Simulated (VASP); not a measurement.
Input of a VASP 6.6.1 run:

Contents of POSCAR:

```
TiSi
1.0
    1.8161780000     -2.1176240000      0.0000000000
    1.8161780000      2.1176240000      0.0000000000
    0.0000000000      0.0000000000      3.8039340000
Ti Si
1 1
Direct
    0.5000000000      0.5000000000      0.0000000000
    0.0000000000      0.0000000000      0.5000000000
```

Contents of INCAR.step1:

```
  PREC = Accurate
  ENCUT = 520
  ISMEAR = -1
  SIGMA = 0.05
  LREAL = False
  LASPH = True
  NELM = 100
  NBANDS = 15
  GGA = PE
  ALGO = Normal
  EDIFF = 1E-4
  LWAVE = True
  LCHARG = False
```

INCAR.step2

```
  PREC = Accurate
  ENCUT = 520
  EDIFF = 1E-6
  ISMEAR = -1
  SIGMA = 0.05
  LREAL = False
  LASPH = True
  NELM = 100
  ALGO = Normal
  ISIF = 2
  LWAVE = False
  LCHARG = False
  METAGGA = R2SCAN
  LMIXTAU = True
  NBANDS = 15
  ISTART = 1
```

Contents of KPOINTS:

```
Automatic mesh
0
Gamma
  14 14 10
```

Potentials or basis: VASP PAW PBE potentials, release 64 (Ti_sv, Si).

Run with:

```sh
$ cat potpaw_PBE.64/Ti_sv/POTCAR potpaw_PBE.64/Si/POTCAR > POTCAR
$ cp INCAR.step1 INCAR
$ mpirun -np 1 vasp_std > vasp.out
$ cp INCAR.step2 INCAR
$ mpirun -np 1 vasp_std > vasp.out
```

(1) Predict the pressure.

(2) What does it give for the band gap on the k mesh?

Answers

(1) -1.4 GPa.

(2) zero (band 8 reaches 10.97 eV, above the bottom of band 9 at 9.38 eV).

Caveat: the PAW data sets were made with another functional, which shifts forces and pressure a little.
